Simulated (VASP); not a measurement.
# SiTe3 (P6_3/mmc) in VASP: relaxation of cell and atoms with PBE

Aim: the relaxation of cell and atoms of SiTe3 with PBE.

Program: VASP 6.6.1. These are calculated values, not measurements. Logs are shortened: lines on timing, memory, paths and dates and some standing lists are left out, and cuts for length are marked.

## Step 1: The cell of the first run

Symmetry: P6_3/mmc, No. 194, hexagonal system. The conventional cell has a = 8.362 Å, b = 8.362 Å, c = 3.819 Å, α = 90.00°, β = 90.00°, γ = 120.00°. Si (site symmetry -6m2) has 6 Te at 2.84 Å and 2 Si at 3.82 Å within 3.9 Å. Within 3.9 Å of Te (site symmetry mm2) lie 2 Si at 2.84 Å and 8 Te at 3.33 to 3.82 Å.

The cell was generated, and may not be a known phase.

## Step 2: Relaxation of cell and atoms, PBE

The input, INCAR:

```
SYSTEM = SiTe3
PREC     = Accurate       ! precision mode
ENCUT    = 600            ! plane-wave cutoff, eV
EDIFF    = 1E-6           ! SCF threshold, eV
ISMEAR   = 0              ! smearing method
SIGMA    = 0.1            ! smearing width, eV
LREAL    = .FALSE.        ! projectors in reciprocal space
LASPH    = .TRUE.         ! aspherical terms in the spheres
NELM     = 60             ! most SCF steps
ALGO     = Normal         ! electronic algorithm
ISIF     = 3              ! what is computed and relaxed
LWAVE    = .FALSE.        ! write WAVECAR
LCHARG   = .FALSE.        ! write CHGCAR
GGA      = PE             ! functional
IBRION   = 2              ! ionic algorithm
NSW      = 100            ! ionic steps
EDIFFG   = -0.01          ! ionic threshold
LUSENCCL = .FALSE.
```

The input, KPOINTS:

```
Automatic mesh
0
G
  6 6 10
  0 0 0
```

The input, POSCAR:

```
SiTe3
1.0
    8.3621273786      0.0000000000      0.0000000000
   -4.1810636893      7.2418147395      0.0000000000
    0.0000000000      0.0000000000      3.8190773315
Si Te
2 6
Direct
    0.6666666667      0.3333333333      0.2500000000
    0.3333333333      0.6666666667      0.7500000000
    0.3771336705      0.1885668353      0.7500000000
    0.8114331647      0.1885668353      0.7500000000
    0.8114331647      0.6228663295      0.7500000000
    0.6228663295      0.8114331647      0.2500000000
    0.1885668353      0.8114331647      0.2500000000
    0.1885668353      0.3771336705      0.2500000000
```

Potentials or basis: VASP PAW PBE potentials, release 64 (Si, Te).

Run with:

```sh
> cat potpaw_PBE.64/Si/POTCAR potpaw_PBE.64/Te/POTCAR > POTCAR
> mpirun -np 1 vasp_std > vasp.out
```

OUTCAR:

```text
SYSTEM = SiTe3
   PREC = Accurate
   ENCUT = 600
   EDIFF = 1E-6
   ISMEAR = 0
   LREAL = .FALSE.
   LASPH = .TRUE.
   NELM = 60
   ISIF = 3
   GGA = PE
   IBRION = 2
   NSW = 100
   EDIFFG = -0.01

 ion  position               nearest neighbor table
   1  0.667  0.333  0.250-   4 2.84   4 2.84   5 2.84   5 2.84   3 2.84   3 2.84
   2  0.333  0.667  0.750-   7 2.84   7 2.84   8 2.84   8 2.84   6 2.84   6 2.84
   3  0.377  0.189  0.750-   1 2.84   1 2.84   8 3.33   8 3.33   7 3.33   7 3.33   5 3.63   4 3.63

   4  0.811  0.189  0.750-   1 2.84   1 2.84   6 3.33   6 3.33   8 3.33   8 3.33   5 3.63   3 3.63

   5  0.811  0.623  0.750-   1 2.84   1 2.84   6 3.33   6 3.33   7 3.33   7 3.33   4 3.63   3 3.63

   6  0.623  0.811  0.250-   2 2.84   2 2.84   5 3.33   5 3.33   4 3.33   4 3.33   8 3.63   7 3.63

   7  0.189  0.811  0.250-   2 2.84   2 2.84   3 3.33   3 3.33   5 3.33   5 3.33   8 3.63   6 3.63

   8  0.189  0.377  0.250-   2 2.84   2 2.84   3 3.33   3 3.33   4 3.33   4 3.33   7 3.63   6 3.63

  LATTYP: Found a hexagonal cell.
 ALAT       =     8.3621273786
 C/A-ratio  =     0.4567112122

  Lattice vectors:

 A1 = (   8.3621273786,   0.0000000000,   0.0000000000)
 A2 = (  -4.1810636893,   7.2418147395,   0.0000000000)
 A3 = (   0.0000000000,   0.0000000000,   3.8190773315)

Analysis of symmetry for initial positions (statically):
=====================================================================
 Subroutine PRICEL returns:
 Original cell was already a primitive cell.

 Routine SETGRP: Setting up the symmetry group for a
 hexagonal supercell.

 Subroutine GETGRP returns: Found 24 space group operations
 (whereof 12 operations were pure point group operations)
 out of a pool of 24 trial point group operations.

The static configuration has the point symmetry D_3d.
 The point group associated with its full space group is D_6h.

Analysis of symmetry for dynamics (positions and initial velocities):
=====================================================================
 Subroutine PRICEL returns:
 Original cell was already a primitive cell.

 Routine SETGRP: Setting up the symmetry group for a
 hexagonal supercell.

 Subroutine GETGRP returns: Found 24 space group operations
 (whereof 12 operations were pure point group operations)
 out of a pool of 24 trial point group operations.

The dynamic configuration has the point symmetry D_3d.
 The point group associated with its full space group is D_6h.

 Subroutine INISYM returns: Found 24 space group operations
 (whereof 12 operations are pure point group operations),
 and found     1 'primitive' translations

----------------------------------------------------------------------------------------

                                     Primitive cell

  volume of cell :     231.2718

  direct lattice vectors                    reciprocal lattice vectors
     8.362127379  0.000000000  0.000000000     0.119586793  0.069043467 -0.000000000
    -4.181063689  7.241814739  0.000000000     0.000000000  0.138086935  0.000000000
     0.000000000  0.000000000  3.819077331     0.000000000 -0.000000000  0.261843349

  length of vectors
     8.362127379  8.362127379  3.819077331     0.138086935  0.138086935  0.261843349

  position of ions in fractional coordinates (direct lattice)
     0.666666667  0.333333333  0.250000000
     0.333333333  0.666666667  0.750000000
     0.377133671  0.188566835  0.750000000
     0.811433165  0.188566835  0.750000000
     0.811433165  0.622866329  0.750000000
     0.622866329  0.811433165  0.250000000
     0.188566835  0.811433165  0.250000000
     0.188566835  0.377133671  0.250000000

  ion indices of the primitive-cell ions
   primitive index   ion index
                 1           1
                 2           2
                 3           3
                 4           4
                 5           5
                 6           6
                 7           7
                 8           8

----------------------------------------------------------------------------------------

 KPOINTS: Automatic mesh

Automatic generation of k-mesh.
 Grid dimensions read from file:
 generate k-points for:    6    6   10

 Generating k-lattice:

  Cartesian coordinates                     Fractional coordinates (reciprocal lattice)
     0.019931132  0.011507245 -0.000000000     0.166666667 -0.000000000  0.000000000
     0.000000000  0.023014489  0.000000000     0.000000000  0.166666667  0.000000000
     0.000000000 -0.000000000  0.026184335     0.000000000  0.000000000  0.100000000

  Length of vectors
     0.023014489  0.023014489  0.026184335

  Shift w.r.t. Gamma in fractional coordinates (k-lattice)
     0.000000000  0.000000000  0.000000000

 Subroutine IBZKPT returns following result:
 ===========================================

 Found     42 irreducible k-points:

 Following reciprocal coordinates:
            Coordinates               Weight
  0.000000  0.000000  0.000000      1.000000
  0.166667  0.000000  0.000000      6.000000
  0.333333  0.000000  0.000000      6.000000
  0.500000  0.000000  0.000000      3.000000
  0.166667  0.166667  0.000000      6.000000
  0.333333  0.166667  0.000000     12.000000
[... 16 lines left out ...]
  0.166667  0.000000  0.300000     12.000000
  0.333333  0.000000  0.300000     12.000000
 [... further k-points ...]
   k-points           NKPTS =     42   k-points in BZ     NKDIM =     42   number of bands    NBANDS=     27
   number of dos      NEDOS =    301   number of ions     NIONS =      8
   total plane-waves  NPLWV = 156800
   dimension x,y,z NGX =    70 NGY =   70 NGZ =   32
   dimension x,y,z NGXF=   140 NGYF=  140 NGZF=   64
   ions per type =               2   6
   NGX,Y,Z   is equivalent  to a cutoff of  13.92, 13.92, 13.93 a.u.
   NGXF,Y,Z  is equivalent  to a cutoff of  27.83, 27.83, 27.86 a.u.
 SYSTEM =  SiTe3
   PREC   = accura    normal or accurate (medium, high low for compatibility)
   ISTART =      0    job   : 0-new  1-cont  2-samecut
   ICHARG =      2    charge: 1-file 2-atom 10-const
   ISPIN  =      1    spin polarized calculation?
   LNONCOLLINEAR =      F non collinear calculations
   LSORBIT =      F    spin-orbit coupling
   LASPH  =      T    aspherical Exc in radial PAW
   ENCUT  =  600.0 eV  44.10 Ry    6.64 a.u.  16.70 16.70  7.63*2*pi/ulx,y,z
   NELM   =     60;   NELMIN=  2; NELMDL= -5     # of ELM steps
   EDIFF  = 0.1E-05   stopping-criterion for ELM
   LREAL  =      F    real-space projection
   EDIFFG = -.1E-01   stopping-criterion for IOM
   NSW    =    100    number of steps for IOM
   IBRION =      2    ionic relax: 0-MD 1-quasi-New 2-CG
   NFREE  =      1    steps in history (QN), initial steepest desc. (CG)
   ISIF   =      3    stress and relaxation
   ISYM   =      2    0-nonsym 1-usesym 2-fastsym
   POTIM  = 0.5000    time-step for ionic-motion
   TEBEG  =    0.0;   TEEND  =   0.0 temperature during run
   PSTRESS=    0.0 pullay stress
   NELECT =      44.0000    total number of electrons
   NUPDOWN=      -1.0000    fix difference up-down
   EMIN   =  10.00;   EMAX   =-10.00  energy-range for DOS
   EFERMI =   0.00;   METHOD = LEGACY
   ISMEAR =     0;   SIGMA  =   0.10  broadening in eV -4-tet -1-fermi 0-gaus
   EFERMI_NEDOS =   21; number of points for ismear=-14 and -15
   IALGO  =     38    algorithm
   IMIX   =      4    mixing-type and parameters
     AMIX     =   0.40;   BMIX     =  1.00
     AMIX_MAG =   1.60;   BMIX_MAG =  1.00
  volume/ion in A,a.u.               =      28.91       195.09
  Fermi-wavevector in a.u.,A,eV,Ry     =   0.941568  1.779305 12.062239  0.886550
  Thomas-Fermi vector in A             =   2.069091
   LORBIT       =      0    0 simple, 1 ext, 2 COOP (PROOUT), +10 PAW based schemes
   GGA     = PE    functional components
   LHFCALC =     F    Hartree Fock is set to
   AEXX    =    0.0000 exact exchange contribution
   IVDW    =     0    specifies the selected vdW correction
   LEPSILON=     F    determine dielectric tensor
   LRPA    =     F    only Hartree local field effects (RPA)
 conjugate gradient relaxation of ions
 non-spin polarized calculation
 Gauss-broadening in eV      SIGMA  =   0.10
  energy-cutoff  :      600.00
  volume of cell :      231.27
 maximum number of plane-waves:      7767
 NGX is ok and might be reduce to    70
   NGX = 33   NGY = 33   NGZ = 15

--------------------------------------- Ionic step        1  -------------------------------------------

 number of electron      44.0000001 magnetization

 Free energy of the ion-electron system (eV)
  ---------------------------------------------------
  ext. energy  EPLUGINS =         0.00000000
  ---------------------------------------------------
  free energy    TOTEN  =       -27.60928550 eV

  energy without entropy =      -27.58062495  energy(sigma->0) =      -27.59495523

------------------------ aborting loop because EDIFF is reached ----------------------------------------

  FORCE on cell =-STRESS in cart. coord.  units (eV):
  Direction    XX          YY          ZZ          XY          YZ          ZX
  --------------------------------------------------------------------------------------
  -------------------------------------------------------------------------------------
  Total       -0.4632779     -0.4632779      0.7136785      0.0000000     -0.0000000      0.0000000
  in kB       -3.2094417     -3.2094417      4.9441378      0.0000000     -0.0000000      0.0000000
  external PRESSURE =      -0.4915819 kB  Pullay stress =       0.0000000 kB
[... 107 lines left out ...]
  FREE ENERGIE OF THE ION-ELECTRON SYSTEM (eV)
  ---------------------------------------------------
  free  energy   TOTEN  =       -27.6211862773 eV

  energy  without entropy=      -27.5985976131  energy(sigma->0) =      -27.60989195

[... ionic steps 4 to 7 ...]

--------------------------------------- Ionic step        8  -------------------------------------------

 number of electron      44.0000002 magnetization

------------------------ aborting loop because EDIFF is reached ----------------------------------------
[... 79 lines left out ...]
--------------------------------------- Ionic step       10  -------------------------------------------

 number of electron      44.0000002 magnetization

 Free energy of the ion-electron system (eV)
  ---------------------------------------------------
  ext. energy  EPLUGINS =         0.00000000
  ---------------------------------------------------
  free energy    TOTEN  =       -27.62265126 eV

  energy without entropy =      -27.59902944  energy(sigma->0) =      -27.61084035

 E-fermi :   6.5868     XC(G=0):  -9.4306

 val. band max:        6.5359977761   @ k =   0.5000   0.0000   0.1000
 cond. band min:       6.5937638550   @ k =   0.3333   0.0000   0.2000
 fundamental gap:      0.0577660789
 Fermi energy:         6.5868488238

 k-point     1 :       0.0000    0.0000    0.0000
  band No.  band energies     occupation
      1      -6.9859      2.00000
      2      -5.3540      2.00000
      3      -5.3001      2.00000
      4      -5.3001      2.00000
      5      -4.3536      2.00000
      6      -4.3536      2.00000
[... 709 lines left out ...]
     26       8.0855      0.00000
     27       8.4706      0.00000

 [... further k-points ...]

------------------------ aborting loop because EDIFF is reached ----------------------------------------

  FORCE on cell =-STRESS in cart. coord.  units (eV):
  Direction    XX          YY          ZZ          XY          YZ          ZX
  --------------------------------------------------------------------------------------
  -------------------------------------------------------------------------------------
  Total       -0.0600828     -0.0600828     -0.0611575      0.0000000      0.0000000      0.0000000
  in kB       -0.4172313     -0.4172313     -0.4246943      0.0000000      0.0000000      0.0000000
  external PRESSURE =      -0.4197190 kB  Pullay stress =       0.0000000 kB
[... 23 lines left out ...]
  FREE ENERGIE OF THE ION-ELECTRON SYSTEM (eV)
  ---------------------------------------------------
  free  energy   TOTEN  =       -27.6226512570 eV

  energy  without entropy=      -27.5990294442  energy(sigma->0) =      -27.61084035

 reached required accuracy - stopping structural energy minimisation
```

Run time: 11 min. Hardware: 1 × NVIDIA H100 80GB with 1 thread of AMD EPYC 7R13 (Zen 3), shared host; peak memory 1.6 GiB.

What came out:

```
Free energy                           : -27.6227 eV
Relaxed volume                        : 28.84 Å³/atom
Relaxed cell                          : a = 8.294 Å, b = 8.294 Å, c = 3.873 Å, α = 90.00°, β = 90.00°, γ = 120.00°
Space group after relaxing (to 0.1 Å) : P6_3/mmc (No. 194)
Energy gained by relaxing             : 1.7 meV/atom
Ionic steps                           : 10
Pressure after relaxing               : 0.0 GPa
Largest force after relaxing          : 0.010 eV/Å
Band gap on the k mesh                : zero (bands 22 and 23 overlap by 1.12 eV)
```

Forces in eV/Å, atoms in the order of the input:
```
Si   0.000  0.000  0.000
Si   0.000  0.000  0.000
Te  -0.008 -0.005  0.000
Te   0.008 -0.005  0.000
Te   0.000  0.010  0.000
Te   0.008  0.005  0.000
Te  -0.008  0.005  0.000
Te   0.000 -0.010  0.000
```

Step by step:
| step | energy change (eV) | largest force (eV/Å) | pressure (GPa) | volume (Å³) |
| --- | --- | --- | --- | --- |
| 1 | 0.0000 | 0.0967 | -0.05 | 231.27 |
| 2 | -0.0071 | 0.0616 | -0.02 | 230.97 |
| 3 | -0.0119 | 0.0519 | 0.10 | 230.09 |
| 4 | -0.0132 | 0.0066 | 0.06 | 230.41 |
| 5 | -0.0133 | 0.0126 | 0.05 | 230.37 |
| 6 | -0.0133 | 0.0151 | 0.06 | 230.35 |
| 7 | -0.0133 | 0.0083 | -0.06 | 230.80 |
| 8 | -0.0134 | 0.0111 | -0.02 | 230.62 |
| 9 | -0.0134 | 0.0109 | -0.01 | 230.64 |
| 10 | -0.0134 | 0.0096 | -0.04 | 230.72 |

Final structure:
```
Si Te
1.0
     8.29416    0.00000    0.00000
    -4.14708    7.18295    0.00000
     0.00000    0.00000    3.87265
Si Te
2 6
Cartesian
  4.1471 2.3943 0.9682
  0.0000 4.7886 2.9045
  2.3575 1.3611 2.9045
  5.9367 1.3611 2.9045
  4.1471 4.4608 2.9045
  1.7896 5.8219 0.9682
  -1.7896 5.8219 0.9682
  0.0000 2.7222 0.9682
```

Levels at points of the mesh, in eV from the Fermi level:
```tsv
k point	band 18	band 19	band 20	band 21	band 22	band 23	band 24	band 25	band 26	band 27
(0.00, 0.00, 0.00)	-1.33	-1.15	-1.15	-0.11	-0.11	0.32	0.32	0.41	2.21	2.21
(0.50, 0.00, 0.00)	-1.26	-1.20	-0.81	0.09	0.27	0.46	0.52	0.53	1.32	2.21
(0.00, 0.00, 0.50)	-1.48	-1.10	-1.10	-0.47	-0.47	-0.47	-0.47	0.12	0.12	1.76
(0.50, 0.00, 0.50)	-2.76	-1.96	-1.96	-0.89	-0.89	-0.31	-0.31	1.41	1.41	2.15
```

Caveat: spin-orbit coupling is left out, which moves the levels of the heavy elements.

The gap in the log of VASP goes by the Fermi energy; the results here count the filled bands.